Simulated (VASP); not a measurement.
# ZnCd2Te2 in VASP: notebook

Runs on ZnCd2Te2. Level: LDA. Tasks: single point, relaxation of the atoms.

Everything below comes from runs of VASP 6.6.1. Logs are shortened: lines on timing, memory, paths and dates and some standing lists are left out, and cuts for length are marked.

**1. The cell of the first run**

The cell holds a slab with vacuum, 5 atoms: a = 4.533 Å, b = 4.533 Å, c = 19.867 Å, α = 90.00°, β = 90.00°, γ = 120.00°.

**2. Single point, LDA**

The input, INCAR:

```
PREC = Accurate ; ENCUT = 520
EDIFF = 1E-6 ; ISMEAR = 0
SIGMA = 0.05 ; LREAL = False
LASPH = True ; NELM = 100
ALGO = Normal ; ISIF = 2
LWAVE = False ; LCHARG = False
LDIPOL = True ; IDIPOL = 3
DIPOL = 0.5 0.5 0.361 ; GGA = CA
NBANDS = 32
```

The input, KPOINTS:

```
regular mesh
0
Gamma
  6 6 1
```

The input, POSCAR:

```
ZnCd2Te2
1.0
    4.5325544674      0.0000000000      0.0000000000
   -2.2662772337      3.9253073128      0.0000000000
    0.0000000000      0.0000000000     19.8672286441
Te Cd Zn
2 2 1
Direct
    0.0000000000      0.0000000000      0.2013365866
    0.3333333333      0.6666666667      0.3964595968
    0.3333333333      0.6666666667      0.2479059306
    0.6666666667      0.3333333333      0.4211573136
    0.7777777778      0.7777777778      0.5390824775
```

Potentials or basis: VASP PAW LDA potentials, release 64 (Te, Cd, Zn).

Command:

```bash
$ cat potpaw_LDA.64/Te/POTCAR potpaw_LDA.64/Cd/POTCAR potpaw_LDA.64/Zn/POTCAR > POTCAR
$ mpirun -np 1 vasp_std > vasp.out
```

OUTCAR:

```text
PREC = Accurate
   ENCUT = 520
   EDIFF = 1E-6
   ISMEAR = 0
   LREAL = False
   LASPH = True
   NELM = 100
   ISIF = 2
   GGA = CA

 ion  position               nearest neighbor table
   1  0.000  0.000  0.201-   3 2.78   3 2.78   3 2.78
   2  0.333  0.667  0.396-   4 2.66   4 2.66   4 2.66   3 2.95   5 3.37
   3  0.333  0.667  0.248-   1 2.78   1 2.78   1 2.78   2 2.95
   4  0.667  0.333  0.421-   2 2.66   2 2.66   2 2.66   5 2.96
   5  0.778  0.778  0.539-   4 2.96   2 3.37

  LATTYP: Found a hexagonal cell.
 ALAT       =     4.5325544674
 C/A-ratio  =     4.3832299837

  Lattice vectors:

 A1 = (   4.5325544674,   0.0000000000,   0.0000000000)
 A2 = (  -2.2662772337,   3.9253073128,   0.0000000000)
 A3 = (   0.0000000000,   0.0000000000,  19.8672286441)

Analysis of symmetry for initial positions (statically):
=====================================================================
 Subroutine PRICEL returns:
 Original cell was already a primitive cell.

 Routine SETGRP: Setting up the symmetry group for a
 hexagonal supercell.

 Subroutine GETGRP returns: Found  1 space group operations
 (whereof  1 operations were pure point group operations)
 out of a pool of 24 trial point group operations.

The static configuration has the point symmetry C_1 .

Analysis of symmetry for dynamics (positions and initial velocities):
=====================================================================
 Subroutine PRICEL returns:
 Original cell was already a primitive cell.

 Routine SETGRP: Setting up the symmetry group for a
 hexagonal supercell.

 Subroutine GETGRP returns: Found  1 space group operations
 (whereof  1 operations were pure point group operations)
 out of a pool of 24 trial point group operations.

The dynamic configuration has the point symmetry C_1 .

 Subroutine INISYM returns: Found  1 space group operations
 (whereof  1 operations are pure point group operations),
 and found     1 'primitive' translations

----------------------------------------------------------------------------------------

                                     Primitive cell

  volume of cell :     353.4712

  direct lattice vectors                    reciprocal lattice vectors
     4.532554467  0.000000000  0.000000000     0.220626141  0.127378562  0.000000000
    -2.266277234  3.925307313  0.000000000     0.000000000  0.254757124  0.000000000
     0.000000000  0.000000000 19.867228644     0.000000000  0.000000000  0.050334147

  length of vectors
     4.532554467  4.532554467 19.867228644     0.254757124  0.254757124  0.050334147

  position of ions in fractional coordinates (direct lattice)
     0.000000000  0.000000000  0.201336587
     0.333333333  0.666666667  0.396459597
     0.333333333  0.666666667  0.247905931
     0.666666667  0.333333333  0.421157314
     0.777777778  0.777777778  0.539082478

  ion indices of the primitive-cell ions
   primitive index   ion index
                 1           1
                 2           2
                 3           3
                 4           4
                 5           5

----------------------------------------------------------------------------------------

 KPOINTS: regular mesh

Automatic generation of k-mesh.
 Grid dimensions read from file:
 generate k-points for:    6    6    1

 Generating k-lattice:

  Cartesian coordinates                     Fractional coordinates (reciprocal lattice)
     0.036771023  0.021229760  0.000000000     0.166666667  0.000000000  0.000000000
     0.000000000  0.042459521  0.000000000     0.000000000  0.166666667  0.000000000
     0.000000000  0.000000000  0.050334147     0.000000000  0.000000000  1.000000000

  Length of vectors
     0.042459521  0.042459521  0.050334147

  Shift w.r.t. Gamma in fractional coordinates (k-lattice)
     0.000000000  0.000000000  0.000000000

 Subroutine IBZKPT returns following result:
 ===========================================

 Found     20 irreducible k-points:

 Following reciprocal coordinates:
            Coordinates               Weight
  0.000000  0.000000  0.000000      1.000000
  0.166667  0.000000  0.000000      2.000000
  0.000000  0.166667  0.000000      2.000000
 -0.166667  0.166667  0.000000      2.000000
  0.333333  0.000000  0.000000      2.000000
  0.000000  0.333333  0.000000      2.000000
[... 12 lines left out ...]
  0.500000 -0.166667  0.000000      2.000000
  0.333333  0.333333  0.000000      2.000000
   k-points           NKPTS =     20   k-points in BZ     NKDIM =     20   number of bands    NBANDS=     32
   number of dos      NEDOS =    301   number of ions     NIONS =      5
   total plane-waves  NPLWV = 194400
   dimension x,y,z NGX =    36 NGY =   36 NGZ =  150
   dimension x,y,z NGXF=    72 NGYF=   72 NGZF=  300
   ions per type =               2   2   1
   NGX,Y,Z   is equivalent  to a cutoff of  13.20, 13.20, 12.55 a.u.
   NGXF,Y,Z  is equivalent  to a cutoff of  26.41, 26.41, 25.10 a.u.
 SYSTEM =  unknown system
   PREC   = accura    normal or accurate (medium, high low for compatibility)
   ISTART =      0    job   : 0-new  1-cont  2-samecut
   ICHARG =      2    charge: 1-file 2-atom 10-const
   ISPIN  =      1    spin polarized calculation?
   LNONCOLLINEAR =      F non collinear calculations
   LSORBIT =      F    spin-orbit coupling
   LASPH  =      T    aspherical Exc in radial PAW
   ENCUT  =  520.0 eV  38.22 Ry    6.18 a.u.   8.43  8.43 36.94*2*pi/ulx,y,z
   NELM   =    100;   NELMIN=  2; NELMDL= -5     # of ELM steps
   EDIFF  = 0.1E-05   stopping-criterion for ELM
   LREAL  =      F    real-space projection
   EDIFFG = 0.1E-04   stopping-criterion for IOM
   NSW    =      0    number of steps for IOM
   IBRION =     -1    ionic relax: 0-MD 1-quasi-New 2-CG
   NFREE  =      0    steps in history (QN), initial steepest desc. (CG)
   ISIF   =      2    stress and relaxation
   ISYM   =      2    0-nonsym 1-usesym 2-fastsym
   POTIM  = 0.5000    time-step for ionic-motion
   TEBEG  =    0.0;   TEEND  =   0.0 temperature during run
   PSTRESS=    0.0 pullay stress
   NELECT =      48.0000    total number of electrons
   NUPDOWN=      -1.0000    fix difference up-down
   EMIN   =  10.00;   EMAX   =-10.00  energy-range for DOS
   EFERMI =   0.00;   METHOD = LEGACY
   ISMEAR =     0;   SIGMA  =   0.05  broadening in eV -4-tet -1-fermi 0-gaus
   EFERMI_NEDOS =   21; number of points for ismear=-14 and -15
   IALGO  =     38    algorithm
   IMIX   =      4    mixing-type and parameters
     AMIX     =   0.40;   BMIX     =  1.00
     AMIX_MAG =   1.60;   BMIX_MAG =  1.00
  volume/ion in A,a.u.               =      70.69       477.07
  Fermi-wavevector in a.u.,A,eV,Ry     =   0.841467  1.590143  9.633840  0.708067
  Thomas-Fermi vector in A             =   1.956017
   LORBIT       =      0    0 simple, 1 ext, 2 COOP (PROOUT), +10 PAW based schemes
   GGA     = CA    functional components
   LHFCALC =     F    Hartree Fock is set to
   AEXX    =    0.0000 exact exchange contribution
   IVDW    =     0    specifies the selected vdW correction
   LEPSILON=     F    determine dielectric tensor
   LRPA    =     F    only Hartree local field effects (RPA)
 non-spin polarized calculation
 Gauss-broadening in eV      SIGMA  =   0.05
  energy-cutoff  :      520.00
  volume of cell :      353.47
 maximum number of plane-waves:      9583
 NGX is ok and might be reduce to    36
   NGX = 17   NGY = 17   NGZ = 73

 dipolmoment           0.000000      0.000000      0.000002 electrons x Angstroem

 number of electron      47.9999994 magnetization

 dipolmoment           0.000000      0.000000     -0.176046 electrons x Angstroem

 Free energy of the ion-electron system (eV)
  ---------------------------------------------------
  ext. energy  EPLUGINS =         0.00000000
  ---------------------------------------------------
  free energy    TOTEN  =       -11.35234222 eV

  energy without entropy =      -11.35019929  energy(sigma->0) =      -11.35127075

 E-fermi :  -1.5876     XC(G=0):  -4.7453

 val. band max:       -1.7140874228   @ k =   0.0000   0.0000   0.0000
 cond. band min:      -1.5736352495   @ k =   0.0000   0.0000   0.0000
 fundamental gap:      0.1404521733
 Fermi energy:        -1.5875888973

 k-point     1 :       0.0000    0.0000    0.0000
  band No.  band energies     occupation
      1     -14.3740      2.00000
      2     -12.2071      2.00000
      3     -11.6079      2.00000
      4     -11.5963      2.00000
      5     -11.2044      2.00000
      6     -11.1669      2.00000
[... 24 lines left out ...]
     31       2.9536      0.00000
     32       3.0273      0.00000

 k-point     2 :       0.1667    0.0000    0.0000
  band No.  band energies     occupation
      1     -14.2823      2.00000
      2     -12.1346      2.00000
      3     -11.5608      2.00000
      4     -11.5497      2.00000
      5     -11.2063      2.00000
      6     -11.1898      2.00000
[... 24 lines left out ...]
     31       2.7427      0.00000
     32       3.1795      0.00000

 k-point     3 :       0.0000    0.1667    0.0000
  band No.  band energies     occupation
      1     -14.2804      2.00000
      2     -12.1346      2.00000
      3     -11.5618      2.00000
      4     -11.5493      2.00000
      5     -11.2243      2.00000
      6     -11.1722      2.00000
[... 24 lines left out ...]
     31       2.7964      0.00000
     32       3.1533      0.00000

 k-point     4 :      -0.1667    0.1667    0.0000
  band No.  band energies     occupation
      1     -14.2804      2.00000
      2     -12.1346      2.00000
      3     -11.5653      2.00000
      4     -11.5466      2.00000
      5     -11.2233      2.00000
      6     -11.1735      2.00000
[... 24 lines left out ...]
     31       2.7752      0.00000
     32       3.2543      0.00000

 k-point     5 :       0.3333    0.0000    0.0000
  band No.  band energies     occupation
      1     -14.0987      2.00000
      2     -11.9946      2.00000
      3     -11.4691      2.00000
      4     -11.3998      2.00000
      5     -11.2278      2.00000
      6     -11.2038      2.00000
[... 444 lines left out ...]
     31       3.1213      0.00000
     32       3.6572      0.00000

 k-point    18 :       0.1667    0.3333    0.0000
  band No.  band energies     occupation
      1     -14.0027      2.00000
      2     -11.9290      2.00000
      3     -11.4260      2.00000
      4     -11.3086      2.00000
      5     -11.2602      2.00000
      6     -11.1957      2.00000
[... 24 lines left out ...]
     31       3.2446      0.00000
     32       3.6334      0.00000

 k-point    19 :       0.5000   -0.1667    0.0000
  band No.  band energies     occupation
      1     -14.0069      2.00000
      2     -11.9290      2.00000
      3     -11.4316      2.00000
      4     -11.3206      2.00000
      5     -11.2479      2.00000
      6     -11.1969      2.00000
[... 24 lines left out ...]
     31       3.5026      0.00000
     32       3.6874      0.00000

 k-point    20 :       0.3333    0.3333    0.0000
  band No.  band energies     occupation
      1     -13.9592      2.00000
      2     -11.8979      2.00000
      3     -11.4012      2.00000
      4     -11.2941      2.00000
      5     -11.2551      2.00000
      6     -11.2099      2.00000
[... 24 lines left out ...]
     31       3.6500      0.00000
     32       4.0455      0.00000

------------------------ aborting loop because EDIFF is reached ----------------------------------------

 vacuum level on the upper side and lower side of the slab       (xc-potential included)        -0.878         0.865

  FORCE on cell =-STRESS in cart. coord.  units (eV):
  Direction    XX          YY          ZZ          XY          YZ          ZX
  --------------------------------------------------------------------------------------
  -------------------------------------------------------------------------------------
  Total        1.0914753      0.2129430     -0.1596246      0.0286484     -0.1313255      0.4681208
  in kB        4.9473256      0.9652057     -0.7235296      0.1298546     -0.5952585      2.1218493
  external PRESSURE =       1.7296672 kB  Pullay stress =       0.0000000 kB

 VOLUME and BASIS-vectors are now :
 -----------------------------------------------------------------------------
  energy-cutoff  :      520.00
  volume of cell :      353.47
      direct lattice vectors                 reciprocal lattice vectors
     4.532554467  0.000000000  0.000000000     0.220626141  0.127378562  0.000000000
    -2.266277234  3.925307313  0.000000000     0.000000000  0.254757124  0.000000000
     0.000000000  0.000000000 19.867228644     0.000000000  0.000000000  0.050334147

 POSITION                                       TOTAL-FORCE (eV/Angst)
 -----------------------------------------------------------------------------------
      0.00000      0.00000      4.00000        -0.014620      0.015790      0.339873
     -0.00000      2.61687      7.87655        -0.169002     -0.011060     -0.482010
     -0.00000      2.61687      4.92520        -0.006463     -0.003617     -0.308348
      2.26628      1.30844      8.36723         0.062439      0.032951      0.438222
      1.76266      3.05302     10.71007         0.127646     -0.034063      0.012262
 -----------------------------------------------------------------------------------
    total drift:                               -0.000086     -0.000123     -0.000784

  FREE ENERGIE OF THE ION-ELECTRON SYSTEM (eV)
  ---------------------------------------------------
  free  energy   TOTEN  =       -11.3523422171 eV

  energy  without entropy=      -11.3501992924  energy(sigma->0) =      -11.35127075

 vacuum level on the upper side and lower side of the slab         2.471         4.260
```

It took 5.8 min on 1 thread of Intel Xeon Platinum 8259CL at 2.50GHz (Skylake/Cascade Lake), shared host; peak memory 0.51 GiB.

Results:

```yaml
Free_energy: -11.3523 eV
Largest_force: 0.511 eV/Å
Band_gap_on_the_k_mesh: zero (filled and empty bands touch)
```

Forces on the atoms (eV/Å):
```
Te  -0.015  0.016  0.340
Te  -0.169 -0.011 -0.482
Cd  -0.006 -0.004 -0.308
Cd   0.062  0.033  0.438
Zn   0.128 -0.034  0.012
```

Caveat: spin-orbit coupling is left out, which moves the levels of the heavy elements.

**3. Single point, LDA**

The input, INCAR:

```
SYSTEM = ZnCd2Te2
  ALGO = Normal
  DIPOL = 0.5 0.5 0.364
  EDIFF = 1E-6
  ENCUT = 520
  IDIPOL = 3
  ISIF = 2
  ISMEAR = 0
  LASPH = .TRUE.
  LCHARG = .FALSE.
  LDIPOL = .TRUE.
  LREAL = .FALSE.
  LWAVE = .FALSE.
  NBANDS = 32
  NELM = 60
  PREC = Accurate
  SIGMA = 0.05
```

The input, KPOINTS:

```
k-points
0
G
  6 6 1
  0 0 0
```

POSCAR, as its differences from that of step 2:

```diff
@@ -12,2 +12,2 @@
     0.6666666667      0.3333333333      0.4211573136
-    0.7777777778      0.7777777778      0.5390824775
+    1.1111111111      0.4444444444      0.5553007339
```

Potentials or basis: VASP PAW LDA potentials, release 64 (Te, Cd, Zn).

Command:

```bash
$ cat potpaw_LDA.64/Te/POTCAR potpaw_LDA.64/Cd/POTCAR potpaw_LDA.64/Zn/POTCAR > POTCAR
$ mpirun -np 1 vasp_std > vasp.out
```

Wall time 5.7 min (1 thread of Intel Xeon Platinum 8259CL at 2.50GHz (Skylake/Cascade Lake), shared host); peak memory 0.51 GiB.

Results (log left out):

```yaml
Free_energy: -11.2452 eV
Largest_force: 0.442 eV/Å
Band_gap_on_the_k_mesh: zero (filled and empty bands touch)
```

Forces in eV/Å, atoms in the order of the input:
```
Te   0.025  0.017  0.369
Te   0.111  0.152 -0.400
Cd   0.001  0.006 -0.345
Cd   0.030 -0.040  0.365
Zn  -0.167 -0.135  0.011
```

Levels at points of the mesh, in eV from the Fermi level:
| k point | band 21 | band 22 | band 23 | band 24 | band 25 | band 26 | band 27 | band 28 |
| --- | --- | --- | --- | --- | --- | --- | --- | --- |
| (0.00, 0.00, 0.00) | -1.91 | -1.25 | -0.25 | 0.00 | 0.00 | 1.48 | 2.32 | 3.31 |
| (0.50, 0.00, 0.00) | -3.04 | -1.88 | -1.06 | -1.00 | 0.18 | 1.10 | 2.22 | 2.59 |
| (0.00, 0.50, 0.00) | -3.09 | -1.89 | -1.06 | -0.80 | 0.54 | 0.82 | 1.91 | 2.83 |
| (0.50, 0.50, 0.00) | -3.07 | -1.69 | -1.06 | -0.87 | 0.06 | 0.91 | 2.31 | 2.74 |

Caveat: spin-orbit coupling is left out, which moves the levels of the heavy elements.

(Part 1 of 2 ends here.)

The gap in the log of VASP goes by the Fermi energy; the results here count the filled bands.